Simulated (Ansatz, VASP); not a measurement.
**Two plane-wave programs on CdS**

The input POSCAR:

```
CdS
1.0
    4.1347992034      0.0000000000      0.0000000000
   -2.0673996017      3.5808411497      0.0000000000
    0.0000000000      0.0000000000      6.5802750000
Cd S
2 2
Direct
    0.3333333333      0.6666666667      0.0000000000
    0.6666666667      0.3333333333      0.5000000000
    0.3333333333      0.6666666667      0.3850000000
    0.6666666667      0.3333333333      0.8850000000
```

Contents of INCAR.step1:

```
  ALGO = Normal
  EDIFF = 1E-4
  ENCUT = 520
  GGA = PE
  ISMEAR = 0
  LASPH = T
  LCHARG = F
  LREAL = F
  LWAVE = T
  NBANDS = 26
  NELM = 60
  PREC = Accurate
  SIGMA = 0.05
```

INCAR.step2

```
  ALGO = Normal
  EDIFF = 1E-7
  ENCUT = 520
  ISIF = 2
  ISMEAR = 0
  ISTART = 1
  LASPH = T
  LCHARG = F
  LMIXTAU = T
  LREAL = F
  LWAVE = F
  METAGGA = R2SCAN
  NBANDS = 26
  NELM = 60
  PREC = Accurate
  SIGMA = 0.05
```

Contents of KPOINTS:

```
k-points
0
Gamma
  12 12 4
```

Input for Ansatz:

```yaml
crystal:
  lattice:
    - [4.1347992034, 0.0, 0.0]
    - [-2.0673996017, 3.5808411497, 0.0]
    - [0.0, 0.0, 6.580275]
  atoms:
    - { symbol: Cd, position: [0.3333333333, 0.6666666667, 0.0] }
    - { symbol: Cd, position: [0.6666666667, 0.3333333333, 0.5] }
    - { symbol: S, position: [0.3333333333, 0.6666666667, 0.385] }
    - { symbol: S, position: [0.6666666667, 0.3333333333, 0.885] }
basis:
  ecutwfc: 500
kpoints:
  mp_grid: { grid: [12, 12, 4] }
hamiltonian:
  xc: r2scan
scf:
  occupations: { method: gaussian, width: 0.05 }
output:
  forces: true
  stress: true
  eigenvalues: true
```

Change from the starting cell: strain +0.000 along x and y, -0.025 along z, atoms carried along.

Alike in both runs: task single point; functional r2SCAN; k mesh 12 × 12 × 4; occupations gaussian, width 0.05 eV; no spin polarisation.

|  | VASP | Ansatz |
| --- | --- | --- |
| version | VASP 6.6.1 | Ansatz 0.2.0 |
| potentials or method | VASP PAW PBE potentials, release 64 (Cd, S), cutoff 520 eV | scalar-relativistic, plane waves, PAW |
| valence electrons in the cell | 36 | 52 |

Ansatz gave:

- gap on the k mesh at the Fermi level (eV): 1.76
- least direct gap on the mesh (eV): 1.76
- pressure (GPa): 2.8
- traceless stress, the component that is largest in VASP (GPa): 0.07
- rms of the force components (eV/Å): 0.050

**Question.** What did VASP give for the same quantities?

**Answer.** gap on the k mesh at the Fermi level (eV): 1.76; least direct gap on the mesh (eV): 1.76; pressure (GPa): 3.1; traceless stress, the component that is largest in VASP (GPa): 0.07; rms of the force components (eV/Å): 0.052.

VASP's potentials were made for PBE, not for r2SCAN. Atom by atom the forces differ by 0.001 eV/Å (rms over components). The functional is the same, so the differences come from potentials, cutoffs and numerics. VASP's potentials hold 36 valence electrons a cell and Ansatz's 52, so a difference there can come from the potentials and not from the codes.
